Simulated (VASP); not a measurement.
# InP (Fm-3m) in VASP: a series of runs

InP is run at these levels: LDA; tasks: vibrations by perturbation theory.

All numbers are computed with VASP 6.6.1; they aren't measurements. Logs are shortened: lines on timing, memory, paths and dates and some standing lists are left out, and cuts for length are marked.

### Step 1. The cell of the first run

It takes space group Fm-3m (No. 225, cubic). The conventional cell has a = 5.419 Å, b = 5.419 Å, c = 5.419 Å, α = 90.00°, β = 90.00°, γ = 90.00°. Within 3.6 Å of In (site symmetry m-3m) lie 6 P at 2.71 Å. Within 3.6 Å of P (site symmetry m-3m) lie 6 In at 2.71 Å.

### Step 2. Vibrations by perturbation theory, LDA

Contents of INCAR:

```
PREC     = Accurate       # precision mode
ENCUT    = 520            # plane-wave cutoff, eV
EDIFF    = 1E-8           # SCF threshold, eV
ISMEAR   = -1             # smearing method
SIGMA    = 0.15           # smearing width, eV
LREAL    = False          # projectors in reciprocal space
LASPH    = True           # aspherical terms in the spheres
NELM     = 60             # most SCF steps
ALGO     = Normal         # electronic algorithm
ISIF     = 2              # what is computed and relaxed
LWAVE    = False          # write WAVECAR
LCHARG   = False          # write CHGCAR
IBRION   = 8              # ionic algorithm
NSW      = 1              # ionic steps
```

Contents of KPOINTS:

```
Automatic mesh
0
Gamma
  14 14 14
```

Contents of POSCAR:

```
InP
1.0
    0.0000000000      2.7096323608      2.7096323608
    2.7096323608      0.0000000000      2.7096323608
    2.7096323608      2.7096323608      0.0000000000
In P
1 1
Direct
    0.0000000000      0.0000000000      0.0000000000
    0.5000000000      0.5000000000      0.5000000000
```

Potentials or basis: VASP PAW LDA potentials, release 64 (In_d, P).

Command:

```sh
$ cat potpaw_LDA.64/In_d/POTCAR potpaw_LDA.64/P/POTCAR > POTCAR
$ mpirun -np 1 vasp_std > vasp.out
```

OUTCAR:

```text
PREC = Accurate
   ENCUT = 520
   EDIFF = 1E-8
   ISMEAR = -1
   LREAL = False
   LASPH = True
   NELM = 60
   ISIF = 2
   IBRION = 8
   NSW = 1

 ion  position               nearest neighbor table
   1  0.000  0.000  0.000-   2 2.71   2 2.71   2 2.71   2 2.71   2 2.71   2 2.71
   2  0.500  0.500  0.500-   1 2.71   1 2.71   1 2.71   1 2.71   1 2.71   1 2.71

  LATTYP: Found a face centered cubic cell.
 ALAT       =     5.4192647216

  Lattice vectors:

 A1 = (   0.0000000000,   2.7096323608,   2.7096323608)
 A2 = (   2.7096323608,   0.0000000000,   2.7096323608)
 A3 = (   2.7096323608,   2.7096323608,   0.0000000000)

Analysis of symmetry for initial positions (statically):
=====================================================================
 Subroutine PRICEL returns:
 Original cell was already a primitive cell.

 Routine SETGRP: Setting up the symmetry group for a
 face centered cubic supercell.

 Subroutine GETGRP returns: Found 48 space group operations
 (whereof 48 operations were pure point group operations)
 out of a pool of 48 trial point group operations.

The static configuration has the point symmetry O_h .

Analysis of symmetry for dynamics (positions and initial velocities):
=====================================================================
 Subroutine PRICEL returns:
 Original cell was already a primitive cell.

 Routine SETGRP: Setting up the symmetry group for a
 face centered cubic supercell.

 Subroutine GETGRP returns: Found 48 space group operations
 (whereof 48 operations were pure point group operations)
 out of a pool of 48 trial point group operations.

The dynamic configuration has the point symmetry O_h .

 Subroutine INISYM returns: Found 48 space group operations
 (whereof 48 operations are pure point group operations),
 and found     1 'primitive' translations

----------------------------------------------------------------------------------------

                                     Primitive cell

  volume of cell :      39.7888

  direct lattice vectors                    reciprocal lattice vectors
     0.000000000  2.709632361  2.709632361    -0.184526878  0.184526878  0.184526878
     2.709632361  0.000000000  2.709632361     0.184526878 -0.184526878  0.184526878
     2.709632361  2.709632361  0.000000000     0.184526878  0.184526878 -0.184526878

  length of vectors
     3.831998834  3.831998834  3.831998834     0.319609928  0.319609928  0.319609928

  position of ions in fractional coordinates (direct lattice)
     0.000000000  0.000000000  0.000000000
     0.500000000  0.500000000  0.500000000

  ion indices of the primitive-cell ions
   primitive index   ion index
                 1           1
                 2           2

----------------------------------------------------------------------------------------

 KPOINTS: Automatic mesh

Automatic generation of k-mesh.
 Grid dimensions read from file:
 generate k-points for:   14   14   14

 Generating k-lattice:

  Cartesian coordinates                     Fractional coordinates (reciprocal lattice)
    -0.013180491  0.013180491  0.013180491     0.071428571  0.000000000  0.000000000
     0.013180491 -0.013180491  0.013180491     0.000000000  0.071428571  0.000000000
     0.013180491  0.013180491 -0.013180491     0.000000000  0.000000000  0.071428571

  Length of vectors
     0.022829281  0.022829281  0.022829281

  Shift w.r.t. Gamma in fractional coordinates (k-lattice)
     0.000000000  0.000000000  0.000000000

 Subroutine IBZKPT returns following result:
 ===========================================

 Found    104 irreducible k-points:

 Following reciprocal coordinates:
            Coordinates               Weight
  0.000000  0.000000  0.000000      1.000000
  0.071429  0.000000  0.000000      8.000000
  0.142857  0.000000  0.000000      8.000000
  0.214286  0.000000  0.000000      8.000000
  0.285714  0.000000  0.000000      8.000000
  0.357143  0.000000  0.000000      8.000000
[... 16 lines left out ...]
  0.214286  0.142857  0.000000     24.000000
  0.285714  0.142857  0.000000     24.000000
 [... further k-points ...]
   k-points           NKPTS =    104   k-points in BZ     NKDIM =    104   number of bands    NBANDS=     13
   number of dos      NEDOS =    301   number of ions     NIONS =      2
   total plane-waves  NPLWV =  21952
   dimension x,y,z NGX =    28 NGY =   28 NGZ =   28
   dimension x,y,z NGXF=    56 NGYF=   56 NGZF=   56
[... 23 lines left out ...]
   PSTRESS=    0.0 pullay stress
   NELECT =      18.0000    total number of electrons
   NUPDOWN=      -1.0000    fix difference up-down
   EMIN   =  10.00;   EMAX   =-10.00  energy-range for DOS
   EFERMI =   0.00;   METHOD = LEGACY
   ISMEAR =    -1;   SIGMA  =   0.15  broadening in eV -4-tet -1-fermi 0-gaus
   EFERMI_NEDOS =   21; number of points for ismear=-14 and -15
   IALGO  =     38    algorithm
   IMIX   =      4    mixing-type and parameters
     AMIX     =   0.40;   BMIX     =  1.00
     AMIX_MAG =   1.60;   BMIX_MAG =  1.00
  volume/ion in A,a.u.               =      19.89       134.25
  Fermi-wavevector in a.u.,A,eV,Ry     =   1.256740  2.374893 21.488965  1.579394
  Thomas-Fermi vector in A             =   2.390433
   LORBIT       =      0    0 simple, 1 ext, 2 COOP (PROOUT), +10 PAW based schemes
   GGA     = CA    functional components
   LHFCALC =     F    Hartree Fock is set to
   AEXX    =    0.0000 exact exchange contribution
   IVDW    =     0    specifies the selected vdW correction
   LEPSILON=     F    determine dielectric tensor
   LRPA    =     F    only Hartree local field effects (RPA)
 non-spin polarized calculation
  energy-cutoff  :      520.00
  volume of cell :       39.79
 maximum number of plane-waves:      1090
   NGX = 15   NGY = 15   NGZ = 15

--------------------------------------- Ionic step        1  -------------------------------------------

 number of electron      18.0000010 magnetization

 Free energy of the ion-electron system (eV)
  ---------------------------------------------------
  ext. energy  EPLUGINS =         0.00000000
  ---------------------------------------------------
  free energy    TOTEN  =        -9.35591259 eV

  energy without entropy =       -9.28925925  energy(sigma->0) =       -9.32258592

 E-fermi :   7.7045     XC(G=0): -10.9367

 val. band max:        7.7006301358   @ k =  -0.1429   0.0714   0.0000
 cond. band min:       7.7103312374   @ k =   0.3571   0.0000   0.0000
 fundamental gap:      0.0097011016
 Fermi energy:         7.7044701690

 k-point     1 :       0.0000    0.0000    0.0000
  band No.  band energies     occupation
      1      -6.5751      2.00000
      2      -6.5751      2.00000
      3      -6.5467      2.00000
      4      -6.5467      2.00000
      5      -6.5467      2.00000
      6      -4.8343      2.00000
      7       7.3481      1.82997
      8       7.3481      1.82997
      9       7.3481      1.82997
     10       8.5852      0.00562
     11      14.8133      0.00000
     12      14.8133      0.00000
     13      14.8133      0.00000
[... 354 lines left out ...]
  band No.  band energies     occupation
      1      -6.6800      2.00000
      2      -6.5778      2.00000
      3      -6.5643      2.00000
      4      -6.4979      2.00000
      5      -6.4799      2.00000
      6      -3.8020      2.00000
      7       3.7962      2.00000
      8       6.5847      1.99886
      9       6.9324      1.98844
     10      10.0296      0.00000
     11      12.3141      0.00000
     12      13.3855      0.00000
     13      14.2231      0.00000

 [... further k-points ...]

------------------------ aborting loop because EDIFF is reached ----------------------------------------

  FORCE on cell =-STRESS in cart. coord.  units (eV):
  Direction    XX          YY          ZZ          XY          YZ          ZX
  --------------------------------------------------------------------------------------
  -------------------------------------------------------------------------------------
  Total        0.0170476      0.0170476      0.0170476     -0.0000000      0.0000000      0.0000000
  in kB        0.6864547      0.6864547      0.6864547     -0.0000000      0.0000000      0.0000000
  external PRESSURE =       0.6864547 kB  Pullay stress =       0.0000000 kB

 VOLUME and BASIS-vectors are now :
 -----------------------------------------------------------------------------
  energy-cutoff  :      520.00
  volume of cell :       39.79
      direct lattice vectors                 reciprocal lattice vectors
     0.000000000  2.709632361  2.709632361    -0.184526878  0.184526878  0.184526878
     2.709632361  0.000000000  2.709632361     0.184526878 -0.184526878  0.184526878
     2.709632361  2.709632361  0.000000000     0.184526878  0.184526878 -0.184526878

 POSITION                                       TOTAL-FORCE (eV/Angst)
 -----------------------------------------------------------------------------------
      0.00000      0.00000      0.00000        -0.000000     -0.000000     -0.000000
      2.70963      2.70963      2.70963         0.000000      0.000000      0.000000
 -----------------------------------------------------------------------------------
    total drift:                               -0.000000      0.000000      0.000000

  FREE ENERGIE OF THE ION-ELECTRON SYSTEM (eV)
  ---------------------------------------------------
  free  energy   TOTEN  =        -9.3559125935 eV

  energy  without entropy=       -9.2892592517  energy(sigma->0) =       -9.32258592

[... ionic steps 2 to 3 ...]

--------------------------------------- Ionic step        4  -------------------------------------------

------------------------ aborting loop because EDIFF is reached ----------------------------------------

[... ionic steps 5 to 6 ...]

--------------------------------------- Ionic step        7  -------------------------------------------

 Free energy of the ion-electron system (eV)
  ---------------------------------------------------
  ---------------------------------------------------
  free energy    TOTEN  =        -0.04739656 eV

  energy without entropy =       -0.04739655

------------------------ aborting loop because EDIFF is reached ----------------------------------------

 INTERNAL STRAIN TENSOR  FOR ION    2  DIRECTION 1   (eV/Angst):
 -----------------------------------------------------------------------------
    -0.05209  0.00000  0.00000
    -0.00000  0.03409 -0.00000
     0.00000 -0.00000  0.03409

 INTERNAL STRAIN TENSOR FOR ION    2 for displacements in x,y,z  (eV/Angst):
          X           Y           Z          XY          YZ          ZX
  --------------------------------------------------------------------------------
  x     0.00000     0.00000     0.00000     0.00000     0.00000     0.00000
  y     0.00000     0.00000     0.00000     0.00000     0.00000     0.00000
  z     0.00000     0.00000     0.00000     0.00000     0.00000     0.00000

 SECOND DERIVATIVES (NOT SYMMETRIZED)
 ------------------------------------
               1X          1Y          1Z          2X          2Y          2Z
  1X    -2.806325    0.000000    0.000000    2.806325    0.000000    0.000000
  1Y     0.000000   -2.806325    0.000000    0.000000    2.806325    0.000000
  1Z     0.000000    0.000000   -2.806325    0.000000    0.000000    2.806325
  2X     2.786736    0.000000    0.000000   -2.786736    0.000000    0.000000
  2Y     0.000000    2.786736    0.000000    0.000000   -2.786736    0.000000
  2Z     0.000000    0.000000    2.786736    0.000000    0.000000   -2.786736

 Eigenvectors and eigenvalues of the dynamical matrix
 ----------------------------------------------------

   1 f  =    5.287928 THz    33.225034 2PiTHz  176.386307 cm-1    21.869105 meV
             X         Y         Z           dx          dy          dz
      0.000000  0.000000  0.000000     0.000000    0.462197    0.000000
      2.709632  2.709632  2.709632     0.000000   -0.886777    0.000000
[... 21 lines left out ...]
   6 f/i=    0.007591 THz     0.047694 2PiTHz    0.253202 cm-1     0.031393 meV
             X         Y         Z           dx          dy          dz
      0.000000  0.000000  0.000000     0.000000   -0.886777    0.000000
      2.709632  2.709632  2.709632     0.000000   -0.462197    0.000000

--------------------------------------------------------------------------------------------------------

 ELASTIC MODULI CONTR FROM IONIC RELAXATION (kBar)
 Direction    XX          YY          ZZ          XY          YZ          ZX
 --------------------------------------------------------------------------------
 XX           0.0000      0.0000      0.0000      0.0000      0.0000      0.0000
 YY           0.0000      0.0000      0.0000      0.0000      0.0000      0.0000
 ZZ           0.0000      0.0000      0.0000      0.0000      0.0000      0.0000
 XY           0.0000      0.0000      0.0000      0.0000      0.0000      0.0000
 YZ           0.0000      0.0000      0.0000      0.0000      0.0000      0.0000
 ZX           0.0000      0.0000      0.0000      0.0000      0.0000      0.0000
 --------------------------------------------------------------------------------
```

Wall time 3.6 min (1 thread of AMD EPYC 9R45 (Zen 5), shared host); peak memory 0.35 GiB.

Results:

| Item | Value |
| --- | --- |
| Highest phonon frequency at Γ, LO-TO splitting left out | 176 cm⁻¹ |

Phonon frequencies in cm⁻¹ (negative: imaginary):
```csv
q point,frequencies
"(0.000, 0.000, 0.000)",0 0 0 176 176 176
```

Caveat: spin-orbit coupling is left out, which moves the levels of the heavy elements.

(Part 1 of 2 ends here.)
